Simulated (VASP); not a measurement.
# Zr (P6/mmm) in VASP: notebook

Runs on Zr. Level: PBEsol. Tasks: single point.

Program: VASP 6.6.1. These are calculated values, not measurements. Logs are shortened: lines on timing, memory, paths and dates and some standing lists are left out, and cuts for length are marked.

### 1 The cell of the first run

Symmetry: P6/mmm, No. 191, hexagonal system. Conventional cell: a = 5.040 Å, b = 5.040 Å, c = 2.712 Å, α = 90.00°, β = 90.00°, γ = 120.00°. Zr (site symmetry -6m2) has 5 Zr at 2.71 to 2.91 Å within 3.6 Å.

This isn't the form of Zr at room conditions, which is hcp.

### 2 Single point, PBEsol

File INCAR:

```
SYSTEM = Zr
PREC = Accurate
ENCUT = 520
EDIFF = 1E-6
ISMEAR = 0
SIGMA = 0.1
LREAL = .FALSE.
LASPH = .TRUE.
NELM = 80
ALGO = Fast
ISIF = 2
LWAVE = .FALSE.
LCHARG = .FALSE.
GGA = PS
NBANDS = 32
```

File KPOINTS:

```
Automatic mesh
0
G
  6 6 4
  0 0 0
```

File POSCAR:

```
Zr
1.0
    5.0403302035      0.0000000000      0.0000000000
   -2.5201651018      4.3650539997      0.0000000000
    0.0000000000      0.0000000000      5.4244622238
Zr
4
Direct
    0.3333333333      0.6666666667      0.5000061668
    0.6666666667      0.3333333333      1.0000061668
    0.6666666667      0.3333333333      0.4999938332
    0.3333333333      0.6666666667     -0.0000061668
```

Potentials or basis: VASP PAW PBE potentials, release 64 (Zr_sv).

Launch:

```sh
$ cat potpaw_PBE.64/Zr_sv/POTCAR > POTCAR
$ mpirun -np 1 vasp_std > vasp.out
```

OUTCAR:

```text
SYSTEM = Zr
   PREC = Accurate
   ENCUT = 520
   EDIFF = 1E-6
   ISMEAR = 0
   LREAL = .FALSE.
   LASPH = .TRUE.
   NELM = 80
   ISIF = 2
   GGA = PS

 ion  position               nearest neighbor table
   1  0.333  0.667  0.500-   4 2.71   4 2.71   3 2.91   3 2.91   3 2.91
   2  0.667  0.333  0.000-   3 2.71   3 2.71   4 2.91   4 2.91   4 2.91
   3  0.667  0.333  0.500-   2 2.71   2 2.71   1 2.91   1 2.91   1 2.91
   4  0.333  0.667  1.000-   1 2.71   1 2.71   2 2.91   2 2.91   2 2.91

  LATTYP: Found a hexagonal cell.
 ALAT       =     5.0403302035
 C/A-ratio  =     1.0762116776

  Lattice vectors:

 A1 = (   5.0403302035,   0.0000000000,   0.0000000000)
 A2 = (  -2.5201651018,   4.3650539997,   0.0000000000)
 A3 = (   0.0000000000,   0.0000000000,   5.4244622238)

Analysis of symmetry for initial positions (statically):
=====================================================================
 Subroutine PRICEL returns:
 Original cell was already a primitive cell.

 Routine SETGRP: Setting up the symmetry group for a
 hexagonal supercell.

 Subroutine GETGRP returns: Found 24 space group operations
 (whereof 12 operations were pure point group operations)
 out of a pool of 24 trial point group operations.

The static configuration has the point symmetry D_3d.
 The point group associated with its full space group is D_6h.

Analysis of symmetry for dynamics (positions and initial velocities):
=====================================================================
 Subroutine PRICEL returns:
 Original cell was already a primitive cell.

 Routine SETGRP: Setting up the symmetry group for a
 hexagonal supercell.

 Subroutine GETGRP returns: Found 24 space group operations
 (whereof 12 operations were pure point group operations)
 out of a pool of 24 trial point group operations.

The dynamic configuration has the point symmetry D_3d.
 The point group associated with its full space group is D_6h.

 Subroutine INISYM returns: Found 24 space group operations
 (whereof 12 operations are pure point group operations),
 and found     1 'primitive' translations

----------------------------------------------------------------------------------------

                                     Primitive cell

  volume of cell :     119.3453

  direct lattice vectors                    reciprocal lattice vectors
     5.040330203  0.000000000  0.000000000     0.198399700  0.114546120  0.000000000
    -2.520165102  4.365054000  0.000000000     0.000000000  0.229092240  0.000000000
     0.000000000  0.000000000  5.424462224     0.000000000  0.000000000  0.184350072

  length of vectors
     5.040330203  5.040330204  5.424462224     0.229092240  0.229092240  0.184350072

  position of ions in fractional coordinates (direct lattice)
     0.333333333  0.666666667  0.500006167
     0.666666667  0.333333333  0.000006167
     0.666666667  0.333333333  0.499993833
     0.333333333  0.666666667  0.999993833

  ion indices of the primitive-cell ions
   primitive index   ion index
                 1           1
                 2           2
                 3           3
                 4           4

----------------------------------------------------------------------------------------

 KPOINTS: Automatic mesh

Automatic generation of k-mesh.
 Grid dimensions read from file:
 generate k-points for:    6    6    4

 Generating k-lattice:

  Cartesian coordinates                     Fractional coordinates (reciprocal lattice)
     0.033066617  0.019091020  0.000000000     0.166666667  0.000000000  0.000000000
     0.000000000  0.038182040  0.000000000     0.000000000  0.166666667  0.000000000
     0.000000000  0.000000000  0.046087518     0.000000000  0.000000000  0.250000000

  Length of vectors
     0.038182040  0.038182040  0.046087518

  Shift w.r.t. Gamma in fractional coordinates (k-lattice)
     0.000000000  0.000000000  0.000000000

 Subroutine IBZKPT returns following result:
 ===========================================

 Found     21 irreducible k-points:

 Following reciprocal coordinates:
            Coordinates               Weight
  0.000000  0.000000  0.000000      1.000000
  0.166667 -0.000000  0.000000      6.000000
  0.333333 -0.000000  0.000000      6.000000
  0.500000 -0.000000  0.000000      3.000000
  0.166667  0.166667  0.000000      6.000000
  0.333333  0.166667  0.000000     12.000000
[... 13 lines left out ...]
  0.333333  0.166667  0.500000     12.000000
  0.333333  0.333333  0.500000      2.000000
   k-points           NKPTS =     21   k-points in BZ     NKDIM =     21   number of bands    NBANDS=     32
   number of dos      NEDOS =    301   number of ions     NIONS =      4
   total plane-waves  NPLWV =  64000
   dimension x,y,z NGX =    40 NGY =   40 NGZ =   40
   dimension x,y,z NGXF=    80 NGYF=   80 NGZF=   80
   ions per type =               4
   NGX,Y,Z   is equivalent  to a cutoff of  13.19, 13.19, 12.26 a.u.
   NGXF,Y,Z  is equivalent  to a cutoff of  26.39, 26.39, 24.52 a.u.
 SYSTEM =  Zr
   PREC   = accura    normal or accurate (medium, high low for compatibility)
   ISTART =      0    job   : 0-new  1-cont  2-samecut
   ICHARG =      2    charge: 1-file 2-atom 10-const
   ISPIN  =      1    spin polarized calculation?
   LNONCOLLINEAR =      F non collinear calculations
   LSORBIT =      F    spin-orbit coupling
   LASPH  =      T    aspherical Exc in radial PAW
   ENCUT  =  520.0 eV  38.22 Ry    6.18 a.u.   9.37  9.37 10.09*2*pi/ulx,y,z
   NELM   =     80;   NELMIN=  2; NELMDL= -5     # of ELM steps
   EDIFF  = 0.1E-05   stopping-criterion for ELM
   LREAL  =      F    real-space projection
   EDIFFG = 0.1E-04   stopping-criterion for IOM
   NSW    =      0    number of steps for IOM
   IBRION =     -1    ionic relax: 0-MD 1-quasi-New 2-CG
   NFREE  =      0    steps in history (QN), initial steepest desc. (CG)
   ISIF   =      2    stress and relaxation
   ISYM   =      2    0-nonsym 1-usesym 2-fastsym
   POTIM  = 0.5000    time-step for ionic-motion
   TEBEG  =    0.0;   TEEND  =   0.0 temperature during run
   PSTRESS=    0.0 pullay stress
   NELECT =      48.0000    total number of electrons
   NUPDOWN=      -1.0000    fix difference up-down
   EMIN   =  10.00;   EMAX   =-10.00  energy-range for DOS
   EFERMI =   0.00;   METHOD = LEGACY
   ISMEAR =     0;   SIGMA  =   0.10  broadening in eV -4-tet -1-fermi 0-gaus
   EFERMI_NEDOS =   21; number of points for ismear=-14 and -15
   IALGO  =     68    algorithm
   IMIX   =      4    mixing-type and parameters
     AMIX     =   0.40;   BMIX     =  1.00
     AMIX_MAG =   1.60;   BMIX_MAG =  1.00
  volume/ion in A,a.u.               =      29.84       201.35
  Fermi-wavevector in a.u.,A,eV,Ry     =   1.208426  2.283594 19.868505  1.460294
  Thomas-Fermi vector in A             =   2.344034
   LORBIT       =      0    0 simple, 1 ext, 2 COOP (PROOUT), +10 PAW based schemes
   GGA     = PS    functional components
   LHFCALC =     F    Hartree Fock is set to
   AEXX    =    0.0000 exact exchange contribution
   IVDW    =     0    specifies the selected vdW correction
   LEPSILON=     F    determine dielectric tensor
   LRPA    =     F    only Hartree local field effects (RPA)
 non-spin polarized calculation
 RMM-DIIS sequential band-by-band and
 Gauss-broadening in eV      SIGMA  =   0.10
  energy-cutoff  :      520.00
  volume of cell :      119.35
 maximum number of plane-waves:      3260
 NGX is ok and might be reduce to    40
   NGX = 19   NGY = 19   NGZ = 21

 number of electron      47.9999998 magnetization

 Free energy of the ion-electron system (eV)
  ---------------------------------------------------
  ext. energy  EPLUGINS =         0.00000000
  ---------------------------------------------------
  free energy    TOTEN  =       -29.97124856 eV

  energy without entropy =      -29.94603396  energy(sigma->0) =      -29.95864126

 E-fermi :   5.6373     XC(G=0):  -9.7496

 val. band max:        5.6274882693   @ k =   0.5000  -0.0000   0.2500
 cond. band min:       5.6420530051   @ k =   0.1667   0.1667   0.2500
 fundamental gap:      0.0145647358
 Fermi energy:         5.6372881230

 k-point     1 :       0.0000    0.0000    0.0000
  band No.  band energies     occupation
      1     -42.8774      2.00000
      2     -42.6609      2.00000
      3     -42.5848      2.00000
      4     -42.3794      2.00000
      5     -21.8233      2.00000
      6     -21.5560      2.00000
[... 24 lines left out ...]
     31       7.8001      0.00000
     32       7.8059      0.00000

 k-point     2 :       0.1667   -0.0000    0.0000
  band No.  band energies     occupation
      1     -42.8648      2.00000
      2     -42.6739      2.00000
      3     -42.5729      2.00000
      4     -42.3918      2.00000
      5     -21.8078      2.00000
      6     -21.5720      2.00000
[... 24 lines left out ...]
     31       8.4478      0.00000
     32       8.5763      0.00000

 k-point     3 :       0.3333   -0.0000    0.0000
  band No.  band energies     occupation
      1     -42.8323      2.00000
      2     -42.7074      2.00000
      3     -42.5421      2.00000
      4     -42.4235      2.00000
      5     -21.7676      2.00000
      6     -21.6133      2.00000
[... 24 lines left out ...]
     31       8.8210      0.00000
     32      10.1597      0.00000

 k-point     4 :       0.5000   -0.0000    0.0000
  band No.  band energies     occupation
      1     -42.8062      2.00000
      2     -42.7340      2.00000
      3     -42.5173      2.00000
      4     -42.4488      2.00000
      5     -21.7352      2.00000
      6     -21.6461      2.00000
[... 549 lines left out ...]
     31       8.0412      0.00000
     32       8.0419      0.00000

 k-point    20 :       0.3333    0.1667    0.5000
  band No.  band energies     occupation
      1     -42.6643      2.00000
      2     -42.6643      2.00000
      3     -42.5940      2.00000
      4     -42.5940      2.00000
      5     -21.2403      2.00000
      6     -21.2403      2.00000
[... 24 lines left out ...]
     31       8.2929      0.00000
     32       8.2933      0.00000

 k-point    21 :       0.3333    0.3333    0.5000
  band No.  band energies     occupation
      1     -42.6293      2.00000
      2     -42.6293      2.00000
      3     -42.6292      2.00000
      4     -42.6292      2.00000
      5     -21.2595      2.00000
      6     -21.2595      2.00000
[... 24 lines left out ...]
     31       8.0556      0.00000
     32       8.0556      0.00000

------------------------ aborting loop because EDIFF is reached ----------------------------------------

  FORCE on cell =-STRESS in cart. coord.  units (eV):
  Direction    XX          YY          ZZ          XY          YZ          ZX
  --------------------------------------------------------------------------------------
  -------------------------------------------------------------------------------------
  Total        0.2834795      0.2834795      0.1096694     -0.0000000      0.0000000     -0.0000000
  in kB        3.8056336      3.8056336      1.4722807     -0.0000000      0.0000000     -0.0000000
  external PRESSURE =       3.0278493 kB  Pullay stress =       0.0000000 kB

 VOLUME and BASIS-vectors are now :
 -----------------------------------------------------------------------------
  energy-cutoff  :      520.00
  volume of cell :      119.35
      direct lattice vectors                 reciprocal lattice vectors
     5.040330203  0.000000000  0.000000000     0.198399700  0.114546120  0.000000000
    -2.520165102  4.365054000  0.000000000     0.000000000  0.229092240  0.000000000
     0.000000000  0.000000000  5.424462224     0.000000000  0.000000000  0.184350072

 POSITION                                       TOTAL-FORCE (eV/Angst)
 -----------------------------------------------------------------------------------
     -0.00000      2.91004      2.71226         0.000000     -0.000000     -0.000699
      2.52017      1.45502      0.00003        -0.000000      0.000000     -0.000699
      2.52017      1.45502      2.71220        -0.000000      0.000000      0.000699
     -0.00000      2.91004      5.42443         0.000000     -0.000000      0.000699
 -----------------------------------------------------------------------------------
    total drift:                                0.000000     -0.000000      0.000000

  FREE ENERGIE OF THE ION-ELECTRON SYSTEM (eV)
  ---------------------------------------------------
  free  energy   TOTEN  =       -29.9712485560 eV

  energy  without entropy=      -29.9460339610  energy(sigma->0) =      -29.95864126
```

Run time: 2.9 min. Hardware: 1 thread of Intel Xeon 8259CL, shared host; peak memory 0.26 GiB.

What came out:

```
Free energy            : -29.9712 eV
Pressure               : 0.3 GPa
Band gap on the k mesh : zero (bands 24 and 25 overlap by 0.80 eV)
```

Stress tensor (GPa, compression positive):
```
0.38 0.00 0.00
0.00 0.38 0.00
0.00 0.00 0.15
```

Caveat: the PAW data sets were made with another functional, which shifts forces and pressure a little.

[end of part 1 of 2]
